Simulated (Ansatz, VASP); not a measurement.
One calculation of SnO, two programs

Contents of POSCAR:

```
SnO
1.0
    3.1319300000      0.0000000000      0.0000000000
    0.0000000000      3.1319300000      0.0000000000
    0.0000000000      0.0000000000      3.1319300000
Sn O
1 1
Direct
    0.0000000000      0.0000000000      0.0000000000
    0.5000000000      0.5000000000      0.5000000000
```

Contents of INCAR.step1:

```
SYSTEM = SnO
PREC = Accurate
ENCUT = 520
EDIFF = 1E-5
ISMEAR = -1
SIGMA = 0.05
LREAL = .False.
LASPH = .True.
NELM = 100
ALGO = Normal
ISIF = 2
LWAVE = .True.
LCHARG = .False.
GGA = PE
NBANDS = 17
```

The input INCAR.step2:

```
SYSTEM = SnO
PREC = Accurate
ENCUT = 520
EDIFF = 1E-6
ISMEAR = -1
SIGMA = 0.05
LREAL = .False.
LASPH = .True.
NELM = 100
ALGO = Normal
ISIF = 2
LWAVE = .False.
LCHARG = .False.
GGA = PE
LHFCALC = .True.
AEXX = 0.25
HFSCREEN = 0.2
PRECFOCK = Normal
ISTART = 1
NBANDS = 17
```

The input KPOINTS:

```
Automatic mesh
0
Gamma
  5 5 5
  0 0 0
```

File input:

```
crystal:
  lattice:
    - [3.13193, 0.0, 0.0]
    - [0.0, 3.13193, 0.0]
    - [0.0, 0.0, 3.13193]
  atoms:
    - { symbol: Sn, position: [0.0, 0.0, 0.0] }
    - { symbol: O, position: [0.5, 0.5, 0.5] }
hamiltonian:
  xc: { exchange: pbe, correlation: pbe, exx: { coeff: 0.25, omega: 0.2 } }
  pseudopotentials: { kind: paw }
kpoints:
  mp_grid: { grid: [5, 5, 5] }
scf:
  occupations: { method: fermi_dirac, width: 0.05 }
output:
  forces: true
  stress: true
  eigenvalues: true
```

Alike in both runs: task single point; functional PBE-based screened hybrid; k mesh 5 × 5 × 5; occupations fermi-dirac, width 0.05 eV; no spin polarisation.

|  | VASP | Ansatz |
| --- | --- | --- |
| version | VASP 6.6.1 | Ansatz 0.2.0 |
| potentials or method | VASP PAW PBE potentials, release 64 (Sn_d, O) | Ansatz PAW |
| plane-wave cutoff (eV) | 520 | 420 |
| valence electrons in the cell | 20 | 20 |

Ansatz gave:

```
gap on the k mesh at the Fermi level (eV) : 1.98
least direct gap on the mesh (eV)         : 2.46
pressure (GPa)                            : -3.8
```

**Question.** Estimate VASP's values.

**Answer.** gap on the k mesh at the Fermi level (eV): 1.98; least direct gap on the mesh (eV): 2.46; pressure (GPa): -3.7.

VASP's potentials were made for PBE, not for PBE-based screened hybrid.

Noted on Ansatz's run: odd divisions of the mesh miss points on the zone boundary, where band edges often lie, so the gap on the mesh can be too wide.
